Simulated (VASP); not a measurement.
Runs of VASP 6.6.1 on Ga. The structure is that of space group I4/mmm (No. 139), or close to it. The cells are those of the table. 

```csv
task,cell,gap on the mesh (eV),pressure (GPa)
electric field gradients,"a = 2.975 Å, angles 123.9, 123.9, 83.4°, 1 atom",none,-1.0
single point,"a = 3.044 Å, angles 123.9, 123.9, 83.4°, 1 atom",none,-4.6
electric field gradients,"a = 2.998 Å, angles 123.5, 123.5, 84.0°, 1 atom",none,-2.7
electric field gradients,"a = 2.969 Å, angles 123.5, 123.5, 84.0°, 1 atom",none,-1.0
single point,"a = 2.952 Å, angles 123.2, 123.2, 84.5°, 1 atom",none,-0.5
electric field gradients,"a = 2.945 Å, angles 123.9, 123.9, 83.4°, 1 atom",none,(a)
single point,"a = 3.035 Å, angles 124.9, 124.9, 81.7°, 1 atom",none,-3.1
single point,"a = 2.998 Å, angles 123.5, 123.5, 84.0°, 1 atom",none,-2.8
single point,"a = 2.965 Å, angles 123.9, 123.9, 83.4°, 1 atom",none,(b)
electric field gradients,"a = 3.005 Å, angles 123.9, 123.9, 83.4°, 1 atom",none,-2.7
single point,"a = 3.024 Å, angles 123.9, 123.9, 83.4°, 1 atom",none,-3.7
```

Alike in all rows: level LDA; potentials or basis VASP PAW LDA potentials, release 64 (Ga_d); no spin polarisation; k mesh 14 × 14 × 16; cutoff (eV) 520; smearing fermi-dirac 0.05 eV.

Q: Fill in the values left out.

A: (a) 1.1; (b) -0.4.

Caveats: the cell stands under tension (at least some runs).

A k mesh can miss the band edges, and the runs leave out spin-orbit coupling on Ga.

A gap of «none» marks levels without a gap at the run's occupations.
